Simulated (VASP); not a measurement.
# Li (P1) in VASP: a series of runs

The runs below take Li through single point, with PBE.

All numbers are computed with VASP 6.6.1; they aren't measurements. Logs are shortened: lines on timing, memory, paths and dates and some standing lists are left out, and cuts for length are marked.

### 1 The cell of the first run

The typed cell holds 16 atoms: a = 7.313 Å, b = 7.313 Å, c = 7.313 Å, α = 90.00°, β = 90.00°, γ = 90.00°.

### 2 Single point, PBE

File INCAR:

```
SYSTEM = Li
ALGO = Normal
EDIFF = 1E-6
ENCUT = 520
GGA = PE
ISIF = 2
ISMEAR = -1
LASPH = .True.
LCHARG = .False.
LREAL = Auto
LWAVE = .False.
NBANDS = 38
NELM = 100
PREC = Accurate
SIGMA = 0.11
```

File KPOINTS:

```
k-points
0
Gamma
  2 2 2
  0 0 0
```

File POSCAR:

```
Li
1.0
    7.3128730000      0.0000000000      0.0000000000
    0.0000000000      7.3128730000      0.0000000000
    0.0000000000      0.0000000000      7.3128730000
Li
16
Direct
   -0.0184605968      0.0342683375      0.0423226275
    0.5139703643      0.0683178827     -0.0380835275
   -0.0322171601      0.5122747243     -0.0182281300
    0.0612891814      0.0443054324      0.4495770677
    0.2820368958      0.2647659819      0.2794797612
    0.4649608984      0.4571527497     -0.0431430985
    0.4772406139     -0.0621916995      0.4933491939
    0.7865855184      0.2529238509      0.3392647459
    0.0211271275      0.5374358340      0.5549939128
    0.2211716243      0.6980703754      0.3057895303
    0.1423790622      0.2775926780      0.7308892141
    0.5065040785      0.5060254704      0.5549392147
    0.7087091489      0.7207427231      0.1941644549
    0.7490216226      0.2409723237      0.7154096618
    0.2758286654      0.7727332336      0.8314379314
    0.8279919534      0.8237938769      0.7367829306
```

Potentials or basis: VASP PAW PBE potentials, release 64 (Li_sv).

Started as:

```console
cat potpaw_PBE.64/Li_sv/POTCAR > POTCAR
mpirun -np 1 vasp_std > vasp.out
```

OUTCAR:

```text
SYSTEM = Li
   EDIFF = 1E-6
   ENCUT = 520
   GGA = PE
   ISIF = 2
   ISMEAR = -1
   LASPH = .True.
   LREAL = Auto
   NELM = 100
   PREC = Accurate

 ion  position               nearest neighbor table
   1  0.982  0.034  0.042-
   2  0.514  0.068  0.962-
   3  0.968  0.512  0.982-
   4  0.061  0.044  0.450-   5 2.60
   5  0.282  0.265  0.279-   4 2.60
   6  0.465  0.457  0.957-
   7  0.477  0.938  0.493-
   8  0.787  0.253  0.339-
   9  0.021  0.537  0.555-  11 2.46
  10  0.221  0.698  0.306-
  11  0.142  0.278  0.731-   9 2.46
  12  0.507  0.506  0.555-
  13  0.709  0.721  0.194-
  14  0.749  0.241  0.715-
  15  0.276  0.773  0.831-
  16  0.828  0.824  0.737-

  LATTYP: Found a simple cubic cell.
 ALAT       =     7.3128730000

  Lattice vectors:

 A1 = (   7.3128730000,   0.0000000000,   0.0000000000)
 A2 = (   0.0000000000,   7.3128730000,   0.0000000000)
 A3 = (   0.0000000000,   0.0000000000,   7.3128730000)

Analysis of symmetry for initial positions (statically):
=====================================================================
 Subroutine PRICEL returns:
 Original cell was already a primitive cell.

 Routine SETGRP: Setting up the symmetry group for a
 simple cubic supercell.

 Subroutine GETGRP returns: Found  1 space group operations
 (whereof  1 operations were pure point group operations)
 out of a pool of 48 trial point group operations.

The static configuration has the point symmetry C_1 .

Analysis of symmetry for dynamics (positions and initial velocities):
=====================================================================
 Subroutine PRICEL returns:
 Original cell was already a primitive cell.

 Routine SETGRP: Setting up the symmetry group for a
 simple cubic supercell.

 Subroutine GETGRP returns: Found  1 space group operations
 (whereof  1 operations were pure point group operations)
 out of a pool of 48 trial point group operations.

The dynamic configuration has the point symmetry C_1 .

 Subroutine INISYM returns: Found  1 space group operations
 (whereof  1 operations are pure point group operations),
 and found     1 'primitive' translations

----------------------------------------------------------------------------------------

                                     Primitive cell

  volume of cell :     391.0786

  direct lattice vectors                    reciprocal lattice vectors
     7.312873000  0.000000000  0.000000000     0.136745162  0.000000000  0.000000000
     0.000000000  7.312873000  0.000000000     0.000000000  0.136745162  0.000000000
     0.000000000  0.000000000  7.312873000     0.000000000  0.000000000  0.136745162

  length of vectors
     7.312873000  7.312873000  7.312873000     0.136745162  0.136745162  0.136745162

  position of ions in fractional coordinates (direct lattice)
     0.981539403  0.034268338  0.042322627
     0.513970364  0.068317883  0.961916473
     0.967782840  0.512274724  0.981771870
     0.061289181  0.044305432  0.449577068
     0.282036896  0.264765982  0.279479761
     0.464960898  0.457152750  0.956856901
[... 8 lines left out ...]
     0.275828665  0.772733234  0.831437931
     0.827991953  0.823793877  0.736782931

  ion indices of the primitive-cell ions
   primitive index   ion index
                 1           1
                 2           2
                 3           3
                 4           4
                 5           5
                 6           6
[... 8 lines left out ...]
                15          15
                16          16

----------------------------------------------------------------------------------------

 KPOINTS: k-points

Automatic generation of k-mesh.
 Grid dimensions read from file:
 generate k-points for:    2    2    2

 Generating k-lattice:

  Cartesian coordinates                     Fractional coordinates (reciprocal lattice)
     0.068372581  0.000000000  0.000000000     0.500000000  0.000000000  0.000000000
     0.000000000  0.068372581  0.000000000     0.000000000  0.500000000  0.000000000
     0.000000000  0.000000000  0.068372581     0.000000000  0.000000000  0.500000000

  Length of vectors
     0.068372581  0.068372581  0.068372581

  Shift w.r.t. Gamma in fractional coordinates (k-lattice)
     0.000000000  0.000000000  0.000000000

 Subroutine IBZKPT returns following result:
 ===========================================

 Found      8 irreducible k-points:

 Following reciprocal coordinates:
            Coordinates               Weight
  0.000000  0.000000  0.000000      1.000000
  0.500000  0.000000  0.000000      1.000000
  0.000000  0.500000  0.000000      1.000000
  0.000000  0.000000  0.500000      1.000000
  0.500000  0.500000  0.000000      1.000000
  0.000000  0.500000  0.500000      1.000000
  0.500000  0.000000  0.500000      1.000000
  0.500000  0.500000  0.500000      1.000000
   k-points           NKPTS =      8   k-points in BZ     NKDIM =      8   number of bands    NBANDS=     38
   number of dos      NEDOS =    301   number of ions     NIONS =     16
   total plane-waves  NPLWV = 157464
   dimension x,y,z NGX =    54 NGY =   54 NGZ =   54
   dimension x,y,z NGXF=   108 NGYF=  108 NGZF=  108
   ions per type =              16
   NGX,Y,Z   is equivalent  to a cutoff of  12.28, 12.28, 12.28 a.u.
   NGXF,Y,Z  is equivalent  to a cutoff of  24.55, 24.55, 24.55 a.u.
 SYSTEM =  Li
   PREC   = accura    normal or accurate (medium, high low for compatibility)
   ISTART =      0    job   : 0-new  1-cont  2-samecut
   ICHARG =      2    charge: 1-file 2-atom 10-const
   ISPIN  =      1    spin polarized calculation?
   LNONCOLLINEAR =      F non collinear calculations
   LSORBIT =      F    spin-orbit coupling
   LASPH  =      T    aspherical Exc in radial PAW
   ENCUT  =  520.0 eV  38.22 Ry    6.18 a.u.  13.60 13.60 13.60*2*pi/ulx,y,z
   NELM   =    100;   NELMIN=  2; NELMDL= -5     # of ELM steps
   EDIFF  = 0.1E-05   stopping-criterion for ELM
   LREAL  =      T    real-space projection
   EDIFFG = 0.1E-04   stopping-criterion for IOM
   NSW    =      0    number of steps for IOM
   IBRION =     -1    ionic relax: 0-MD 1-quasi-New 2-CG
   NFREE  =      0    steps in history (QN), initial steepest desc. (CG)
   ISIF   =      2    stress and relaxation
   ISYM   =      2    0-nonsym 1-usesym 2-fastsym
   POTIM  = 0.5000    time-step for ionic-motion
   TEBEG  =    0.0;   TEEND  =   0.0 temperature during run
   PSTRESS=    0.0 pullay stress
   NELECT =      48.0000    total number of electrons
   NUPDOWN=      -1.0000    fix difference up-down
   EMIN   =  10.00;   EMAX   =-10.00  energy-range for DOS
   EFERMI =   0.00;   METHOD = LEGACY
   ISMEAR =    -1;   SIGMA  =   0.11  broadening in eV -4-tet -1-fermi 0-gaus
   EFERMI_NEDOS =   21; number of points for ismear=-14 and -15
   IALGO  =     38    algorithm
   IMIX   =      4    mixing-type and parameters
     AMIX     =   0.40;   BMIX     =  1.00
     AMIX_MAG =   1.60;   BMIX_MAG =  1.00
  volume/ion in A,a.u.               =      24.44       164.95
  Fermi-wavevector in a.u.,A,eV,Ry     =   0.813581  1.537444  9.005877  0.661913
  Thomas-Fermi vector in A             =   1.923332
   LORBIT       =      0    0 simple, 1 ext, 2 COOP (PROOUT), +10 PAW based schemes
   GGA     = PE    functional components
   LHFCALC =     F    Hartree Fock is set to
   AEXX    =    0.0000 exact exchange contribution
   IVDW    =     0    specifies the selected vdW correction
   LEPSILON=     F    determine dielectric tensor
   LRPA    =     F    only Hartree local field effects (RPA)
 non-spin polarized calculation
  energy-cutoff  :      520.00
  volume of cell :      391.08
 maximum number of plane-waves:     10568
   NGX = 27   NGY = 27   NGZ = 27

 number of electron      48.0000009 magnetization

 Free energy of the ion-electron system (eV)
  ---------------------------------------------------
  ext. energy  EPLUGINS =         0.00000000
  ---------------------------------------------------
  free energy    TOTEN  =       -28.64121092 eV

  energy without entropy =      -28.25739195  energy(sigma->0) =      -28.44930144

 E-fermi :  -0.0295     XC(G=0):  -6.5846

 val. band max:       -0.0330248230   @ k =   0.0000   0.5000   0.5000
 cond. band min:      -0.0270074710   @ k =   0.5000   0.5000   0.0000
 fundamental gap:      0.0060173520
 Fermi energy:        -0.0294855302

 k-point     1 :       0.0000    0.0000    0.0000
  band No.  band energies     occupation
      1     -47.1229      2.00000
      2     -47.0267      2.00000
      3     -46.9119      2.00000
      4     -46.9032      2.00000
      5     -46.8721      2.00000
      6     -46.8595      2.00000
[... 28 lines left out ...]
     35       2.6020      0.00000
     36       3.0558      0.00000

 k-point     2 :       0.5000    0.0000    0.0000
  band No.  band energies     occupation
      1     -47.1229      2.00000
      2     -47.0267      2.00000
      3     -46.9119      2.00000
      4     -46.9032      2.00000
      5     -46.8721      2.00000
      6     -46.8595      2.00000
[... 28 lines left out ...]
     35       2.8188      0.00000
     36       2.8684      0.00000

 k-point     3 :       0.0000    0.5000    0.0000
  band No.  band energies     occupation
      1     -47.1229      2.00000
      2     -47.0267      2.00000
      3     -46.9119      2.00000
      4     -46.9032      2.00000
      5     -46.8721      2.00000
      6     -46.8595      2.00000
[... 28 lines left out ...]
     35       2.7789      0.00000
     36       2.9598      0.00000

 k-point     4 :       0.0000    0.0000    0.5000
  band No.  band energies     occupation
      1     -47.1229      2.00000
      2     -47.0267      2.00000
      3     -46.9119      2.00000
      4     -46.9032      2.00000
      5     -46.8721      2.00000
      6     -46.8595      2.00000
[... 28 lines left out ...]
     35       2.9041      0.00000
     36       3.0680      0.00000

 k-point     5 :       0.5000    0.5000    0.0000
  band No.  band energies     occupation
      1     -47.1229      2.00000
      2     -47.0267      2.00000
      3     -46.9119      2.00000
      4     -46.9032      2.00000
      5     -46.8721      2.00000
      6     -46.8595      2.00000
[... 28 lines left out ...]
     35       3.2448      0.00000
     36       3.4731      0.00000

 k-point     6 :       0.0000    0.5000    0.5000
  band No.  band energies     occupation
      1     -47.1229      2.00000
      2     -47.0267      2.00000
      3     -46.9119      2.00000
      4     -46.9032      2.00000
      5     -46.8721      2.00000
      6     -46.8595      2.00000
[... 28 lines left out ...]
     35       3.3801      0.00000
     36       3.5618      0.00000

 k-point     7 :       0.5000    0.0000    0.5000
  band No.  band energies     occupation
      1     -47.1229      2.00000
      2     -47.0267      2.00000
      3     -46.9119      2.00000
      4     -46.9032      2.00000
      5     -46.8721      2.00000
      6     -46.8596      2.00000
[... 28 lines left out ...]
     35       3.3270      0.00000
     36       3.4810      0.00000

 k-point     8 :       0.5000    0.5000    0.5000
  band No.  band energies     occupation
      1     -47.1229      2.00000
      2     -47.0267      2.00000
      3     -46.9119      2.00000
      4     -46.9032      2.00000
      5     -46.8721      2.00000
      6     -46.8595      2.00000
[... 28 lines left out ...]
     35       2.7827      0.00000
     36       2.9102      0.00000
 [bands above 36 left out]

------------------------ aborting loop because EDIFF is reached ----------------------------------------

  FORCE on cell =-STRESS in cart. coord.  units (eV):
  Direction    XX          YY          ZZ          XY          YZ          ZX
  --------------------------------------------------------------------------------------
  -------------------------------------------------------------------------------------
  Total       -4.4767774     -2.1812336     -2.6610303     -0.8733573     -0.3421773     -1.2039865
  in kB      -18.3405347     -8.9361134    -10.9017523     -3.5779844     -1.4018376     -4.9325116
  external PRESSURE =     -12.7261335 kB  Pullay stress =       0.0000000 kB

 VOLUME and BASIS-vectors are now :
 -----------------------------------------------------------------------------
  energy-cutoff  :      520.00
  volume of cell :      391.08
      direct lattice vectors                 reciprocal lattice vectors
     7.312873000  0.000000000  0.000000000     0.136745162  0.000000000  0.000000000
     0.000000000  7.312873000  0.000000000     0.000000000  0.136745162  0.000000000
     0.000000000  0.000000000  7.312873000     0.000000000  0.000000000  0.136745162

 POSITION                                       TOTAL-FORCE (eV/Angst)
 -----------------------------------------------------------------------------------
      7.17787      0.25060      0.30950         0.117015      0.010735     -0.037763
      3.75860      0.49960      7.03437        -0.033982     -0.204846      0.223438
      7.07727      3.74620      7.17957         0.042283     -0.167811      0.164199
      0.44820      0.32400      3.28770        -0.161785     -0.552915      0.358097
      2.06250      1.93620      2.04380         0.108782      0.268920     -0.152777
      3.40020      3.34310      6.99737         0.108886      0.125907      0.131223
[... 8 lines left out ...]
      2.01710      5.65090      6.08020        -0.248470      0.057285     -0.172406
      6.05500      6.02430      5.38800        -0.192019     -0.036937     -0.076802
 -----------------------------------------------------------------------------------
    total drift:                               -0.005667     -0.000749      0.004382

  FREE ENERGIE OF THE ION-ELECTRON SYSTEM (eV)
  ---------------------------------------------------
  free  energy   TOTEN  =       -28.6412109237 eV

  energy  without entropy=      -28.2573919525  energy(sigma->0) =      -28.44930144
```

It took 2.6 min on 1 thread of AMD EPYC 7R43 (Zen 3), shared host; peak memory 0.33 GiB.

What came out:

```
Free energy            : -28.6412 eV
Largest force          : 0.774 eV/Å
Band gap on the k mesh : zero (band 24 reaches 0.39 eV, above the bottom of band 25 at -0.33 eV)
```

Forces on the atoms (eV/Å):
```
Li   0.117  0.011 -0.038
Li  -0.034 -0.205  0.223
Li   0.042 -0.168  0.164
Li  -0.162 -0.553  0.358
Li   0.109  0.269 -0.153
Li   0.109  0.126  0.131
Li   0.127  0.266  0.118
Li  -0.242  0.250 -0.368
Li  -0.312  0.133 -0.200
Li   0.102  0.093 -0.493
Li   0.602 -0.430  0.225
Li  -0.084  0.065 -0.045
Li  -0.048  0.133  0.188
Li   0.115 -0.010  0.137
Li  -0.248  0.057 -0.172
Li  -0.192 -0.037 -0.077
```

Levels at points of the mesh, in eV from the Fermi level:
| k point | band 19 | band 20 | band 21 | band 22 | band 23 | band 24 | band 25 | band 26 | band 27 | band 28 |
| --- | --- | --- | --- | --- | --- | --- | --- | --- | --- | --- |
| (0.00, 0.00, 0.00) | -1.00 | -0.97 | -0.90 | -0.88 | -0.80 | 0.42 | 0.51 | 0.53 | 0.58 | 0.66 |
| (0.50, 0.00, 0.00) | -0.61 | -0.56 | -0.48 | -0.41 | -0.38 | -0.35 | -0.28 | -0.24 | 1.00 | 1.11 |
| (0.00, 0.50, 0.00) | -0.59 | -0.55 | -0.48 | -0.46 | -0.42 | -0.35 | -0.30 | -0.21 | 1.03 | 1.29 |
| (0.00, 0.00, 0.50) | -0.69 | -0.54 | -0.45 | -0.41 | -0.38 | -0.35 | -0.28 | -0.21 | 1.02 | 1.23 |
| (0.50, 0.50, 0.00) | -2.00 | -1.95 | -0.12 | -0.04 | 0.00 | 0.06 | 0.17 | 0.18 | 0.38 | 0.46 |
| (0.00, 0.50, 0.50) | -2.00 | -1.95 | -0.29 | -0.06 | 0.00 | 0.09 | 0.18 | 0.31 | 0.33 | 0.69 |
| (0.50, 0.00, 0.50) | -2.00 | -1.92 | -0.15 | -0.10 | -0.01 | 0.10 | 0.20 | 0.23 | 0.34 | 0.43 |
| (0.50, 0.50, 0.50) | -1.54 | -1.48 | -1.47 | -1.41 | -1.36 | -1.33 | 1.80 | 1.88 | 1.98 | 2.07 |

Caveat: the k points lie up to 0.43 Å⁻¹ apart; the cutoff is under 1.25 times the usual one of these potentials, so pressure, stress and relaxed cells hold a basis-set (Pulay) error.

(Continued in part 2 of 3.)
